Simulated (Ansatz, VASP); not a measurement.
**Al in VASP and in Ansatz**

The input INCAR:

```
SYSTEM = Al
  PREC = Accurate
  ENCUT = 600
  EDIFF = 1E-6
  ISMEAR = 0
  SIGMA = 0.1
  LREAL = .False.
  LASPH = .True.
  NELM = 80
  ALGO = Normal
  ISIF = 3
  LWAVE = .False.
  LCHARG = .False.
  GGA = PE
  IBRION = 2
  NSW = 100
  EDIFFG = -0.01
```

File KPOINTS:

```
regular mesh
0
Gamma
  12 12 12
  0 0 0
```

POSCAR

```
Al
1.0
    3.9096794056      0.0000000000      0.0000000000
    0.0000000000      3.9096794056      0.0000000000
    0.0000000000      0.0000000000      3.9096794056
Al
3
Direct
    0.0000000000      0.5000000000      0.5000000000
    0.5000000000      0.0000000000      0.5000000000
    0.5000000000      0.5000000000      0.0000000000
```

Input for Ansatz:

```yaml
crystal:
  lattice:
    - [3.9096794056, 0.0, 0.0]
    - [0.0, 3.9096794056, 0.0]
    - [0.0, 0.0, 3.9096794056]
  atoms:
    - { symbol: Al, position: [0.0, 0.5, 0.5] }
    - { symbol: Al, position: [0.5, 0.0, 0.5] }
    - { symbol: Al, position: [0.5, 0.5, 0.0] }
basis:
  ecutwfc: 420
kpoints:
  mp_grid: { grid: [12, 12, 12] }
hamiltonian:
  xc: pbe
scf:
  occupations: { method: gaussian, width: 0.1 }
output:
  forces: true
  stress: true
  eigenvalues: true
relax:
  adjacent_minimum: "off"
  f_tol: 0.01
  max_steps: 80
  cell: { stress_tol: 0.05 }
```

Alike in both runs: task relaxation of cell and atoms; functional PBE; k mesh 12 × 12 × 12; occupations gaussian, width 0.1 eV; no spin polarisation.

|  | VASP | Ansatz |
| --- | --- | --- |
| version | VASP 6.6.1 | Ansatz 0.2.0 |
| potentials or method | VASP PAW PBE potentials, release 64 (Al), cutoff 600 eV | scalar-relativistic, plane waves, PAW |
| valence electrons in the cell | 9 | 9 |

|  | VASP | Ansatz | Ansatz less VASP |
| --- | --- | --- | --- |
| gap on the k mesh at the Fermi level, each at its own relaxed structure (eV) | none | none | - |
| relaxed volume (Å³/atom) | 20.01 | 20.01 | +0.008 |
| relaxed cell length with the largest relative difference (Å) | 3.915 | 3.916 | +0.0005 |

A gap of «none» marks a metal or a gap that the smearing closes.
